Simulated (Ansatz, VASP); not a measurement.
**Two plane-wave programs on AlHCl4**

File INCAR:

```
SYSTEM = AlHCl4
PREC = Accurate ; ENCUT = 520
EDIFF = 1E-6 ; ISMEAR = 0
SIGMA = 0.1 ; LREAL = .False.
LASPH = .True. ; NELM = 100
ALGO = Normal ; ISIF = 2
LWAVE = .False. ; LCHARG = .False.
GGA = PE ; NBANDS = 25
```

KPOINTS

```
regular mesh
0
Gamma
  3 3 4
  0 0 0
```

File POSCAR:

```
AlHCl4
1.0
    6.0234873200      0.0000000000      0.0000000000
   -3.0117436600      5.2164930400      0.0000000000
    0.0000000000      0.0000000000      4.5420366700
Al H Cl
1 1 4
Direct
    0.0000000000      0.0000000000      0.0000000000
    0.3333333300      0.6666666700      0.0000000000
    0.6666666700      0.3333333300      0.0000000000
    0.5009180000      0.0018360000      0.5000000000
    0.9981640000      0.4990820000      0.5000000000
    0.5009180000      0.4990820000      0.5000000000
```

Input for Ansatz:

```yaml
crystal:
  lattice:
    - [6.02348732, 0.0, 0.0]
    - [-3.01174366, 5.21649304, 0.0]
    - [0.0, 0.0, 4.54203667]
  atoms:
    - { symbol: Al, position: [0.0, 0.0, 0.0] }
    - { symbol: H, position: [0.33333333, 0.66666667, 0.0] }
    - { symbol: Cl, position: [0.66666667, 0.33333333, 0.0] }
    - { symbol: Cl, position: [0.500918, 0.001836, 0.5] }
    - { symbol: Cl, position: [0.998164, 0.499082, 0.5] }
    - { symbol: Cl, position: [0.500918, 0.499082, 0.5] }
basis:
  ecutwfc: 420
kpoints:
  mp_grid: { grid: [3, 3, 4] }
hamiltonian:
  xc: pbe
scf:
  occupations: { method: gaussian, width: 0.1 }
  lower_state_search: "off"
output:
  forces: true
  stress: true
  eigenvalues: true
```

Change from the starting cell: species swapped into the PrAlCu4 type (P-6m2, No. 187).

Alike in both runs: task single point; functional PBE; k mesh 3 × 3 × 4; occupations gaussian, width 0.1 eV; no spin polarisation.

```csv
,VASP,Ansatz
version,VASP 6.6.1,Ansatz 0.2.0
potentials or method,"VASP PAW PBE potentials, release 64 (Al, H, Cl), cutoff 520 eV","scalar-relativistic, plane waves, PAW"
valence electrons in the cell,32,32
```

```csv
,VASP,Ansatz,Ansatz less VASP
gap on the k mesh at the Fermi level (eV),none,none,-
pressure (GPa),0.0,0.1,+0.07
"traceless stress, the component that is largest in VASP (GPa)",-0.10,-0.09,+0.009
rms of the force components (eV/Å),0.233,0.234,+0.0009
```

Atom by atom the forces differ by 0.001 eV/Å (rms over components). A gap of «none» marks a metal or a gap that the smearing closes. The functional is the same, so the differences come from potentials, cutoffs and numerics.

The k mesh is coarse, so the values compare programs but aren't converged.
